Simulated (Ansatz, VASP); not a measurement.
# S: VASP beside Ansatz

```
S
1.0
     5.18215    0.00000    0.00000
    -2.59107    4.48787    0.00000
     0.00000    0.00000    4.41913
S
3
Direct
  0.16329 0.00000 0.33333
  0.00000 0.16329 0.66667
  0.83671 0.83671 0.00000
```

Alike in both runs: functional PBE; k mesh 6 × 6 × 6; occupations gaussian, width 0.02 eV; no spin polarisation.

Ansatz relaxed the structure, and its values are those at the end. VASP's run is a single point on that final structure, the one shown.

|  | VASP | Ansatz |
| --- | --- | --- |
| version | VASP 6.6.1 | Ansatz 0.2.0 |
| potentials or method | VASP PAW PBE potentials, release 64 (S), cutoff 520 eV | scalar-relativistic, plane waves, PAW |
| valence electrons in the cell | 18 | 18 |

Ansatz gave:

| Item | Value |
| --- | --- |
| gap on the k mesh at the Fermi level (eV) | 2.48 |
| least direct gap on the mesh (eV) | 2.53 |
| pressure (GPa) | 0.0 |
| rms of the force components (eV/Å) | 0.000 |

**Question.** Estimate VASP's values.

**Answer.** gap on the k mesh at the Fermi level (eV): 2.54; least direct gap on the mesh (eV): 2.59; pressure (GPa): -0.4; rms of the force components (eV/Å): 0.071.
